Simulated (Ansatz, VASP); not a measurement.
## Two plane-wave programs on K2S

```
K S
1.0
     3.70313    3.70313    0.00000
    -3.70313    3.70313    0.00000
     0.00000    3.70313    3.70313
K S
2 1
Cartesian
  -1.8516 5.5547 1.8516
  1.8516 5.5547 1.8516
  0.0000 0.0000 0.0000
```

Alike in both runs: functional r2SCAN; k mesh 10 × 10 × 10; occupations fermi-dirac, width 0.08 eV; no spin polarisation.

Ansatz relaxed the structure, and its values are those at the end. VASP's run is a single point on that final structure, the one shown.

|  | VASP | Ansatz |
| --- | --- | --- |
| version | VASP 6.6.1 | Ansatz 0.2.0 |
| potentials or method | VASP PAW PBE potentials, release 64 (K_sv, S) | PAW with Ansatz's default frozen-core files, scalar-relativistic |
| plane-wave cutoff (eV) | 550 | 500 |
| valence electrons in the cell | 24 | 24 |

```csv
,VASP,Ansatz,Ansatz less VASP
pressure (GPa),0.0,0.0,-0.01
```

VASP's potentials were made for PBE, not for r2SCAN.
